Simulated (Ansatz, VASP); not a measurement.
**CO2: VASP beside Ansatz**

```
CELL_PARAMETERS angstrom
7.34342 0.00000 0.00000
0.00000 7.34342 0.00000
0.00000 0.00000 7.34342
ATOMIC_POSITIONS crystal
C 0.32888 0.66372 0.96589
C 0.01413 0.48037 0.50093
C 0.88816 0.95428 0.99962
C 0.92497 0.96566 0.48130
C 0.42318 0.16570 0.88287
C 0.53533 0.47932 0.46091
O 0.23486 0.76243 0.88318
O 0.42359 0.56544 0.04802
O 0.95288 0.44562 0.64390
O 0.07546 0.51540 0.35798
O 0.84863 0.83945 0.10282
O 0.92800 0.06910 0.89661
O 0.82846 0.85677 0.54726
O 0.02165 0.07443 0.41562
O 0.49488 0.08561 0.00055
O 0.35116 0.24534 0.76513
O 0.45666 0.59968 0.53000
O 0.61490 0.35913 0.39246
```

Alike in both runs: functional PBE; dispersion D3(BJ); k mesh 1 × 1 × 1; occupations fermi-dirac, width 0.02 eV; no spin polarisation.

Ansatz relaxed the structure, and its values are those at the end. VASP's run is a single point on that final structure, the one shown.

|  | VASP | Ansatz |
| --- | --- | --- |
| version | VASP 6.6.1 | Ansatz 0.2.0 |
| potentials or method | VASP PAW PBE potentials, release 64 (C_h, O_h), cutoff 1000 eV | scalar-relativistic, plane waves, PAW |
| valence electrons in the cell | 96 | 96 |

|  | VASP | Ansatz | Ansatz less VASP |
| --- | --- | --- | --- |
| rms of the force components (eV/Å) | 0.071 | 0.074 | +0.0029 |
